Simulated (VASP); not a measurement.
The system is BeS.

```
Be S
1.0
     3.06679    0.00000    0.00000
     0.00000    3.06679    0.00000
     0.00000    0.00000    3.06679
Be S
1 1
Direct
  0.00000 0.00000 0.00000
  0.50000 0.50000 0.50000
```

```yaml
Program: VASP 6.6.1
Task: relaxation of cell and atoms
Functional: PBE
Potentials_or_basis: VASP PAW PBE potentials, release 64 (Be, S)
Cutoff: 600 eV
k_mesh: 5 × 5 × 5
Occupations: gaussian, width 0.15 eV
Spin: no spin polarisation
```

At the start: pressure -9.7 GPa; volume 14.42 Å³/atom.

Task: Where does the relaxation end?

Result: Over 3 steps the energy falls by 78.2 meV/atom and the volume is 12.16 Å³/atom (-15.7 %); space group Pm-3m (No. 221, to 0.05 Å).

The path:
| step | energy change (eV) | largest force (eV/Å) | pressure (GPa) | volume (Å³) |
| --- | --- | --- | --- | --- |
| 1 | 0.0000 | 0.0000 | -9.66 | 28.84 |
| 2 | -0.1456 | 0.0000 | -3.12 | 25.36 |
| 3 | -0.1564 | 0.0000 | -0.05 | 24.32 |

Final structure:
```cif
data_structure
_symmetry_space_group_name_H-M 'P 1'
_symmetry_Int_Tables_number 1
_cell_length_a 2.8974
_cell_length_b 2.8974
_cell_length_c 2.8974
_cell_angle_alpha 90.000
_cell_angle_beta 90.000
_cell_angle_gamma 90.000
_cell_volume 24.32
loop_
_atom_site_label
_atom_site_type_symbol
_atom_site_fract_x
_atom_site_fract_y
_atom_site_fract_z
_atom_site_occupancy
Be1 Be 0.00000 0.00000 0.00000 1
S1 S 0.50000 0.50000 0.50000 1
```

Caveat: the k points lie up to 0.43 Å⁻¹ apart in the final cell; the volume moved by over 15 % at a fixed basis, so the end points are rough.
